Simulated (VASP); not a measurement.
Runs of VASP 6.6.1 on Mo. The structure is that of space group Im-3m (No. 229), or close to it. The cells are those of the table. 

```csv
task,level,cell,k mesh,cutoff (eV),gap on the mesh (eV),pressure (GPa),relaxed volume (Å³/atom)
relaxation of cell and atoms,PBE,"relaxed from a = 2.728 Å, angles 109.5°, 1 atom",24 × 24 × 24,600,none,0.0,15.81
single point,PBEsol,"a = 2.710 Å, angles 109.5°, 1 atom",36 × 36 × 36,520,none,0.6,-
single point,PBEsol,"a = 2.710 Å, angles 109.5°, 1 atom",24 × 24 × 24,520,none,0.6,-
relaxation of cell and atoms,PBEsol,"relaxed from a = 2.728 Å, angles 109.5°, 1 atom",24 × 24 × 24,600,none,0.0,15.35
single point,PBE,"a = 2.737 Å, angles 109.5°, 1 atom",24 × 24 × 24,520,none,(a),-
```

Alike in all rows: potentials or basis VASP PAW PBE potentials, release 64 (Mo_sv); no spin polarisation; smearing methfessel-paxton 0.1 eV.

Problem. Fill in the values left out.

Solution. (a) 0.5.

Caveats: the PAW data sets were made with another functional, which shifts forces and pressure a little (some runs).

A k mesh can miss the band edges, and the runs leave out spin-orbit coupling on Mo.

A gap of «none» marks levels without a gap at the run's occupations.
